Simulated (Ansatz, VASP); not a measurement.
## Al2Cu in VASP and in Ansatz

The input INCAR:

```
PREC = Accurate
ENCUT = 520
EDIFF = 1E-6
ISMEAR = 0
SIGMA = 0.15
LREAL = F
LASPH = T
NELM = 80
ALGO = Fast
ISIF = 2
LWAVE = F
LCHARG = F
NBANDS = 16
```

The input KPOINTS:

```
regular mesh
0
Gamma
  14 14 14
```

The input POSCAR:

```
Al2Cu
1.0
   -1.9712915876      1.9712915876      2.7027073770
    1.9712915876     -1.9712915876      2.7027073770
    2.1316651342      2.1316651342     -2.7027073770
Al Cu
2 1
Direct
    0.7500000000      0.2500000000      0.5000000000
    0.2500000000      0.7500000000      0.5000000000
    0.5000000000      0.5000000000      0.0000000000
```

Input for Ansatz:

```yaml
crystal:
  lattice:
    - [-1.9712915876, 1.9712915876, 2.702707377]
    - [1.9712915876, -1.9712915876, 2.702707377]
    - [2.1316651342, 2.1316651342, -2.702707377]
  atoms:
    - { symbol: Al, position: [0.75, 0.25, 0.5] }
    - { symbol: Al, position: [0.25, 0.75, 0.5] }
    - { symbol: Cu, position: [0.5, 0.5, 0.0] }
basis:
  ecutwfc: 520.0
kpoints:
  mp_grid: { grid: [14, 14, 14] }
hamiltonian:
  xc: lda
  pseudopotentials: { kind: paw, azcp: { folder: soft_1 } }
scf:
  occupations: { method: gaussian, width: 0.15 }
output:
  forces: true
  stress: true
  eigenvalues: true
```

Change from the starting cell: strain +e along x and -e along y -0.0400, strain +e along z and -e/2 along x and y -0.0467.

Alike in both runs: task single point; functional LDA; k mesh 14 × 14 × 14; occupations gaussian, width 0.15 eV; no spin polarisation.

|  | VASP | Ansatz |
| --- | --- | --- |
| version | VASP 6.6.1 | Ansatz 0.2.0 |
| potentials or method | VASP PAW LDA potentials, release 64 (Al, Cu), cutoff 520 eV | scalar-relativistic, plane waves, PAW |
| valence electrons in the cell | 17 | 25 |

VASP gave:

```
gap on the k mesh at the Fermi level (eV)                     : none
pressure (GPa)                                                : 1.4
traceless stress, the component that is largest in VASP (GPa) : 5.20
```

Estimate Ansatz's values.

gap on the k mesh at the Fermi level (eV): none; pressure (GPa): 0.8; traceless stress, the component that is largest in VASP (GPa): 5.24.

Ansatz warns that its potentials were made for another functional, while VASP's fit it. LDA's correlation is that of Perdew and Zunger in VASP and of Perdew and Wang (1992) in Ansatz. A gap of «none» marks a metal or a gap that the smearing closes. VASP's potentials hold 17 valence electrons a cell and Ansatz's 25, so a difference there can come from the potentials and not from the codes.
